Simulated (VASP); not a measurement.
Co:

```
Co
1.0
     2.39957    0.00000    0.00000
    -1.19978    2.07809    0.00000
     0.00000    0.00000    3.86569
Co
2
Direct
  0.33333 0.66667 0.25000
  0.66667 0.33333 0.75000
```

Base run:

```yaml
Program: VASP 6.6.1
Functional: LDA
Potentials_or_basis: VASP PAW LDA potentials, release 64 (Co)
Cutoff: 520 eV
k_mesh: 15 × 15 × 8
Occupations: fermi-dirac, width 0.01 eV
Spin: no spin polarisation
```

Its results: band gap on the k mesh zero (bands 9 and 10 overlap by 1.74 eV); pressure -1.9 GPa.

Q: The run is repeated on the same cell with these changes: occupations from fermi-dirac, width 0.01 eV to fermi-dirac, width 0.2 eV. What comes out?

A: Band gap on the k mesh zero (bands 9 and 10 overlap by 1.74 eV); pressure 1.2 GPa.

Caveats: the run has no spin polarisation, though such a crystal can be magnetic.
